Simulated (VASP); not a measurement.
Ba3TiO5, 18 atoms in the cell. Symmetry: I4/mcm, No. 140, tetragonal system. Conventional cell: a = 7.134 Å, b = 7.134 Å, c = 11.746 Å, α = 90.00°, β = 90.00°, γ = 90.00°. Ba (site symmetry 422) has 10 O at 2.94 to 2.96 Å and 4 Ti at 3.57 Å and 8 Ba at 3.94 Å within 4.0 Å. Ba (site symmetry m2m) has 10 O at 2.59 to 4.05 Å and 2 Ti at 3.44 Å and 9 Ba at 3.57 to 3.94 Å within 4.1 Å. Ti (site symmetry -42m) has 4 O at 1.80 Å within 2.4 Å. O (site symmetry m) has 1 Ti at 1.80 Å within 2.4 Å. Within 3.5 Å of O (site symmetry 4/m) lie 6 Ba at 2.63 to 2.94 Å and 8 O at 3.31 Å. 

| Property | Result |
| --- | --- |
| Program | VASP 6.6.1 |
| Task | single point |
| Functional | PBEsol |
| Potentials or basis | VASP PAW PBE potentials, release 64 (Ba_sv, Ti_sv, O) |
| Cutoff | 520 eV |
| k mesh | 6 × 6 × 6 |
| Occupations | gaussian, width 0.02 eV |
| Spin | no spin polarisation |
| Dipole correction | no |
| Further INCAR settings | LREAL = Auto; ALGO = Normal; EDIFF = 1e-07; NBANDS = 87 |

Potentials or basis: VASP PAW PBE potentials, release 64 (Ba_sv, Ti_sv, O).

The run is started by

```sh
$ cat potpaw_PBE.64/Ba_sv/POTCAR potpaw_PBE.64/Ti_sv/POTCAR potpaw_PBE.64/O/POTCAR > POTCAR
$ mpirun -np 1 vasp_std > vasp.out
```

Hardware: 1 thread of Intel(R) Xeon(R) Platinum 8488C (Sapphire Rapids), with other jobs on the host.

How long does it take, and how much memory?

Wall time 31 min on 1 thread of Intel(R) Xeon(R) Platinum 8488C (Sapphire Rapids), with other jobs on the host, peak memory 0.79 GiB. Counts: scf iterations 20, k points 30.
